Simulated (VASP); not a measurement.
# Al19Si in VASP: a series of runs, part 2 of 2

VASP 6.6.1. Earlier steps stand in the parts before.

**3. Single point, LDA**

Contents of INCAR:

```
SYSTEM = Al19Si
ALGO = Normal
DIPOL = 0.5 0.5 0.500
EDIFF = 1E-6
ENCUT = 400
GGA = CA
GGA_COMPAT = .False.
IDIPOL = 3
ISIF = 2
ISMEAR = 1
LASPH = .True.
LCHARG = .False.
LDIPOL = .True.
LREAL = .False.
LWAVE = .False.
NBANDS = 46
NELM = 120
NELMDL = -8
PREC = Accurate
SIGMA = 0.1
```

Contents of KPOINTS:

```
k-points
0
Gamma
  9 9 1
  0 0 0
```

Contents of POSCAR:

```
Al19Si
1.0
    5.6336041024      0.0000000286      0.0000000000
   -2.8168020759      4.8788442532      0.0000000000
    0.0000000000      0.0000000000     21.1996445785
Al Si
19 1
Direct
    0.0000000000      0.0000000000      0.2819563125
   -0.0003577011      0.4998211494      0.2814667080
    0.5001788506      1.0003577011      0.2814667080
    0.5001788506      0.4998211494      0.2814667080
    0.3339202876      0.1669601438      0.3920560871
    0.3333333333      0.6666666667      0.3918463307
    0.8330398562      0.1669601438      0.3920560871
    0.8330398562      0.6660797124      0.3920560871
    0.6666661267      0.8333330633      0.4999989731
    0.1666669367      0.3333338733      0.4999989731
    0.1666669367      0.8333330633      0.4999989731
   -0.0005844232      0.4997077884      0.6079417247
    0.0000000000      0.0000000000      0.6081517288
    0.5002922116      0.4997077884      0.6079417247
    0.5002922116      0.0005844232      0.6079417247
    0.3333333333      0.6666666667      0.7180415380
    0.3336912006      0.1668456003      0.7185321183
    0.8331543997      0.6663087994      0.7185321183
    0.8331543997      0.1668456003      0.7185321183
    0.6666666667      0.3333333333      0.4999985591
```

Potentials or basis: VASP PAW LDA potentials, release 64 (Al, Si).

Launch:

```sh
cat potpaw_LDA.64/Al/POTCAR potpaw_LDA.64/Si/POTCAR > POTCAR
mpirun -np 1 vasp_std > vasp.out
```

OUTCAR:

```text
SYSTEM = Al19Si
   EDIFF = 1E-6
   ENCUT = 400
   GGA = CA
   ISIF = 2
   ISMEAR = 1
   LASPH = .True.
   LREAL = .False.
   NELM = 120
   NELMDL = -8
   PREC = Accurate

 ion  position               nearest neighbor table
   1  0.000  0.000  0.282-   2 2.82   3 2.82   4 2.82   4 2.82   2 2.82   3 2.82   8 2.85   7 2.85
                             5 2.85
   2  1.000  0.500  0.281-   3 2.81   4 2.81   1 2.82   1 2.82   3 2.82   4 2.82   6 2.85   7 2.85
                             8 2.85
   3  0.500  0.000  0.281-   4 2.81   2 2.81   1 2.82   1 2.82   4 2.82   2 2.82   6 2.85   7 2.85
                             5 2.85
   4  0.500  0.500  0.281-   3 2.81   2 2.81   1 2.82   1 2.82   3 2.82   2 2.82   6 2.85   5 2.85
                             8 2.85
   5  0.334  0.167  0.392-  20 2.81  10 2.81  11 2.81   8 2.81   7 2.81   6 2.82   6 2.82   8 2.82
                             7 2.82   1 2.85   4 2.85   3 2.85
   6  0.333  0.667  0.392-  11 2.81  10 2.81   9 2.81   5 2.82   8 2.82   7 2.82   7 2.82   5 2.82
                             8 2.82   3 2.85   2 2.85   4 2.85
   7  0.833  0.167  0.392-  20 2.81   9 2.81  10 2.81   8 2.81   5 2.81   6 2.82   6 2.82   8 2.82
                             5 2.82   1 2.85   2 2.85   3 2.85
   8  0.833  0.666  0.392-  20 2.81   9 2.81  11 2.81   7 2.81   5 2.81   6 2.82   6 2.82   7 2.82
                             5 2.82   1 2.85   4 2.85   2 2.85
   9  0.667  0.833  0.500-  14 2.81  15 2.81   8 2.81   7 2.81   6 2.81  13 2.81  10 2.82  11 2.82
[... 9 lines left out ...]
  14  0.500  0.500  0.608-  20 2.81   9 2.81  10 2.81  15 2.81  12 2.81  13 2.82  13 2.82  15 2.82
                            12 2.82  16 2.85  17 2.85  18 2.85
  15  0.500  0.001  0.608-  20 2.81  11 2.81   9 2.81  14 2.81  12 2.81  13 2.82  13 2.82  14 2.82
                            12 2.82  16 2.85  17 2.85  19 2.85
  16  0.333  0.667  0.718-  17 2.82  18 2.82  19 2.82  19 2.82  17 2.82  18 2.82  15 2.85  12 2.85
                            14 2.85
  17  0.334  0.167  0.719-  18 2.81  19 2.81  16 2.82  16 2.82  18 2.82  19 2.82  13 2.85  14 2.85
                            15 2.85
  18  0.833  0.666  0.719-  19 2.81  17 2.81  16 2.82  16 2.82  19 2.82  17 2.82  13 2.85  12 2.85
                            14 2.85
  19  0.833  0.167  0.719-  18 2.81  17 2.81  16 2.82  16 2.82  18 2.82  17 2.82  13 2.85  12 2.85
                            15 2.85
  20  0.667  0.333  0.500-   7 2.81   8 2.81   5 2.81  15 2.81  12 2.81  14 2.81   9 2.82   9 2.82
                            11 2.82  11 2.82  10 2.82  10 2.82

  LATTYP: Found a hexagonal cell.
 ALAT       =     5.6336041024
 C/A-ratio  =     3.7630696430

  Lattice vectors:

 A1 = (   5.6336041024,   0.0000000286,   0.0000000000)
 A2 = (  -2.8168020759,   4.8788442532,   0.0000000000)
 A3 = (   0.0000000000,   0.0000000000,  21.1996445785)

Analysis of symmetry for initial positions (statically):
=====================================================================
 Subroutine PRICEL returns:
 Original cell was already a primitive cell.

 Routine SETGRP: Setting up the symmetry group for a
 hexagonal supercell.

 Subroutine GETGRP returns: Found 12 space group operations
 (whereof  6 operations were pure point group operations)
 out of a pool of 24 trial point group operations.

The static configuration has the point symmetry C_3v.
 The point group associated with its full space group is D_3d.

Analysis of symmetry for dynamics (positions and initial velocities):
=====================================================================
 Subroutine PRICEL returns:
 Original cell was already a primitive cell.

 Routine SETGRP: Setting up the symmetry group for a
 hexagonal supercell.

 Subroutine GETGRP returns: Found 12 space group operations
[... 118 lines left out ...]
   PREC   = accura    normal or accurate (medium, high low for compatibility)
   ISTART =      0    job   : 0-new  1-cont  2-samecut
   ICHARG =      2    charge: 1-file 2-atom 10-const
   ISPIN  =      1    spin polarized calculation?
   LNONCOLLINEAR =      F non collinear calculations
   LSORBIT =      F    spin-orbit coupling
   LASPH  =      T    aspherical Exc in radial PAW
   ENCUT  =  400.0 eV  29.40 Ry    5.42 a.u.   9.19  9.19 34.57*2*pi/ulx,y,z
   NELM   =    120;   NELMIN=  2; NELMDL= -8     # of ELM steps
   EDIFF  = 0.1E-05   stopping-criterion for ELM
   LREAL  =      F    real-space projection
   EDIFFG = 0.1E-04   stopping-criterion for IOM
   NSW    =      0    number of steps for IOM
   IBRION =     -1    ionic relax: 0-MD 1-quasi-New 2-CG
   NFREE  =      0    steps in history (QN), initial steepest desc. (CG)
   ISIF   =      2    stress and relaxation
   ISYM   =      2    0-nonsym 1-usesym 2-fastsym
   POTIM  = 0.5000    time-step for ionic-motion
   TEBEG  =    0.0;   TEEND  =   0.0 temperature during run
   PSTRESS=    0.0 pullay stress
   NELECT =      61.0000    total number of electrons
   NUPDOWN=      -1.0000    fix difference up-down
   EMIN   =  10.00;   EMAX   =-10.00  energy-range for DOS
   EFERMI =   0.00;   METHOD = LEGACY
   ISMEAR =     1;   SIGMA  =   0.10  broadening in eV -4-tet -1-fermi 0-gaus
   EFERMI_NEDOS =   21; number of points for ismear=-14 and -15
   IALGO  =     38    algorithm
   IMIX   =      4    mixing-type and parameters
     AMIX     =   0.40;   BMIX     =  1.00
     AMIX_MAG =   1.60;   BMIX_MAG =  1.00
  volume/ion in A,a.u.               =      29.13       196.61
  Fermi-wavevector in a.u.,A,eV,Ry     =   0.771568  1.458052  8.099780  0.595317
  Thomas-Fermi vector in A             =   1.873014
   LORBIT       =      0    0 simple, 1 ext, 2 COOP (PROOUT), +10 PAW based schemes
   GGA     = CA    functional components
   LHFCALC =     F    Hartree Fock is set to
   AEXX    =    0.0000 exact exchange contribution
   IVDW    =     0    specifies the selected vdW correction
   LEPSILON=     F    determine dielectric tensor
   LRPA    =     F    only Hartree local field effects (RPA)
 non-spin polarized calculation
 Methfessel and Paxton  Order N= 1 SIGMA  =   0.10
  energy-cutoff  :      400.00
  volume of cell :      582.68
 maximum number of plane-waves:     10632
 NGX is ok and might be reduce to    40
   NGX = 19   NGY = 19   NGZ = 69

 number of electron      61.0000000 magnetization

 dipolmoment           0.000000      0.000000      0.001226 electrons x Angstroem

 Free energy of the ion-electron system (eV)
  ---------------------------------------------------
  ext. energy  EPLUGINS =         0.00000000
  ---------------------------------------------------
  free energy    TOTEN  =       -81.92667593 eV

  energy without entropy =      -81.92634882  energy(sigma->0) =      -81.92656689

 E-fermi :   2.6041     XC(G=0):  -6.6366

 val. band max:        2.5804206003   @ k =   0.2222   0.1111   0.0000
 cond. band min:       2.6250351239   @ k =   0.2222   0.1111   0.0000
 fundamental gap:      0.0446145236
 Fermi energy:         2.6040927970

 k-point     1 :       0.0000    0.0000    0.0000
  band No.  band energies     occupation
      1      -8.8771      2.00000
      2      -7.7783      2.00000
      3      -6.8619      2.00000
      4      -5.1889      2.00000
      5      -3.8277      2.00000
      6      -3.0106      2.00000
[... 529 lines left out ...]
     41       5.2396      0.00000
     42       5.2410      0.00000
 [bands above 42 left out]

------------------------ aborting loop because EDIFF is reached ----------------------------------------

 vacuum level on the upper side and lower side of the slab       (xc-potential included)        -0.322        -0.330

  FORCE on cell =-STRESS in cart. coord.  units (eV):
  Direction    XX          YY          ZZ          XY          YZ          ZX
  --------------------------------------------------------------------------------------
  -------------------------------------------------------------------------------------
  Total       -7.6487557     -7.6487557      0.1084364     -0.0000000      0.0000000      0.0000000
  in kB      -21.0314644    -21.0314644      0.2981630     -0.0000000      0.0000000      0.0000000
  external PRESSURE =     -13.9215886 kB  Pullay stress =       0.0000000 kB

 VOLUME and BASIS-vectors are now :
 -----------------------------------------------------------------------------
  energy-cutoff  :      400.00
  volume of cell :      582.68
      direct lattice vectors                 reciprocal lattice vectors
     5.633604102  0.000000029  0.000000000     0.177506260  0.102483288  0.000000000
    -2.816802076  4.878844253  0.000000000    -0.000000001  0.204966575  0.000000000
     0.000000000  0.000000000 21.199644578     0.000000000  0.000000000  0.047170602

 POSITION                                       TOTAL-FORCE (eV/Angst)
 -----------------------------------------------------------------------------------
      0.00000      0.00000      5.97737         0.000000     -0.000000     -0.006429
      4.22369      2.43855      5.96699        -0.000225     -0.000130     -0.002554
      2.81680      0.00175      5.96699        -0.000000      0.000260     -0.002554
      1.40991      2.43855      5.96699         0.000225     -0.000130     -0.002554
      1.41088      0.81457      8.31145         0.000636      0.000367     -0.000699
     -0.00000      3.25256      8.30700         0.000000     -0.000000     -0.000259
[... 12 lines left out ...]
      4.22369      0.81401     15.23263        -0.000225      0.000130      0.002554
      2.81680      1.62628     10.59979         0.000000     -0.000000      0.000000
 -----------------------------------------------------------------------------------
    total drift:                               -0.000000      0.000000      0.038183

  FREE ENERGIE OF THE ION-ELECTRON SYSTEM (eV)
  ---------------------------------------------------
  free  energy   TOTEN  =       -81.9266759325 eV

  energy  without entropy=      -81.9263488163  energy(sigma->0) =      -81.92656689

 vacuum level on the upper side and lower side of the slab         6.587         6.579
```

It took 12 min on 1 thread of Intel Xeon 8259CL, shared host; peak memory 0.46 GiB.

What came out:

```yaml
Free_energy: -81.9267 eV
Largest_force: 0.006 eV/Å
Band_gap_on_the_k_mesh: zero (an odd number of electrons rules out a gap without spin polarisation)
```

Forces in eV/Å, atoms in the order of the input:
```
Al   0.000  0.000 -0.006
Al   0.000  0.000 -0.003
Al   0.000  0.000 -0.003
Al   0.000  0.000 -0.003
Al   0.001  0.000 -0.001
Al   0.000  0.000  0.000
Al  -0.001  0.000 -0.001
Al   0.000 -0.001 -0.001
Al   0.000  0.000  0.000
Al   0.000  0.000  0.000
Al   0.000  0.000  0.000
Al  -0.001  0.000  0.001
Al   0.000  0.000  0.000
Al   0.001  0.000  0.001
Al   0.000  0.001  0.001
Al   0.000  0.000  0.006
Al   0.000  0.000  0.003
Al   0.000  0.000  0.003
Al   0.000  0.000  0.003
Si   0.000  0.000  0.000
```
